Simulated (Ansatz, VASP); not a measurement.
# One calculation of CdS, two programs

Contents of POSCAR:

```
CdS
1.0
    4.3415391636      0.0000000000      0.0000000000
   -2.1707695818      3.7598832072      0.0000000000
    0.0000000000      0.0000000000      6.9177250000
Cd S
2 2
Direct
    0.3333333333      0.6666666667      0.0000000000
    0.6666666667      0.3333333333      0.5000000000
    0.3333333333      0.6666666667      0.3850000000
    0.6666666667      0.3333333333      0.8850000000
```

Contents of INCAR.step1:

```
SYSTEM = CdS
  PREC = Accurate
  ENCUT = 520
  ISMEAR = 0
  SIGMA = 0.05
  LREAL = .FALSE.
  LASPH = .TRUE.
  NELM = 60
  NBANDS = 26
  GGA = PE
  ALGO = Normal
  EDIFF = 1E-4
  LWAVE = .TRUE.
  LCHARG = .FALSE.
```

File INCAR.step2:

```
SYSTEM = CdS
  PREC = Accurate
  ENCUT = 520
  EDIFF = 1E-6
  ISMEAR = 0
  SIGMA = 0.05
  LREAL = .FALSE.
  LASPH = .TRUE.
  NELM = 60
  ALGO = Normal
  ISIF = 2
  LWAVE = .FALSE.
  LCHARG = .FALSE.
  METAGGA = R2SCAN
  LMIXTAU = .TRUE.
  NBANDS = 26
  ISTART = 1
```

KPOINTS

```
regular mesh
0
G
  12 12 4
  0 0 0
```

Input for Ansatz:

```yaml
crystal:
  lattice:
    - [4.3415391636, 0.0, 0.0]
    - [-2.1707695818, 3.7598832072, 0.0]
    - [0.0, 0.0, 6.917725]
  atoms:
    - { symbol: Cd, position: [0.3333333333, 0.6666666667, 0.0] }
    - { symbol: Cd, position: [0.6666666667, 0.3333333333, 0.5] }
    - { symbol: S, position: [0.3333333333, 0.6666666667, 0.385] }
    - { symbol: S, position: [0.6666666667, 0.3333333333, 0.885] }
basis:
  ecutwfc: 500
kpoints:
  mp_grid: { grid: [12, 12, 4] }
hamiltonian:
  xc: r2scan
scf:
  occupations: { method: gaussian, width: 0.05 }
output:
  forces: true
  stress: true
  eigenvalues: true
```

Change from the starting cell: strain +0.050 along x and y, +0.025 along z, atoms carried along.

Alike in both runs: task single point; functional r2SCAN; k mesh 12 × 12 × 4; occupations gaussian, width 0.05 eV; no spin polarisation.

|  | VASP | Ansatz |
| --- | --- | --- |
| version | VASP 6.6.1 | Ansatz 0.2.0 |
| potentials or method | VASP PAW PBE potentials, release 64 (Cd, S), cutoff 520 eV | scalar-relativistic, plane waves, PAW |
| valence electrons in the cell | 36 | 52 |

```csv
,VASP,Ansatz,Ansatz less VASP
gap on the k mesh at the Fermi level (eV),1.34,1.35,+0.009
least direct gap on the mesh (eV),1.34,1.35,+0.009
pressure (GPa),-4.9,-5.1,-0.19
"traceless stress, the component that is largest in VASP (GPa)",0.32,0.32,+0.004
rms of the force components (eV/Å),0.053,0.052,-0.0006
```

VASP's potentials were made for PBE, not for r2SCAN. Atom by atom the forces differ by 0.001 eV/Å (rms over components). With one functional, cell and mesh, what is left measures potentials, basis and numerics. VASP's potentials hold 36 valence electrons a cell and Ansatz's 52, so a difference there can come from the potentials and not from the codes.
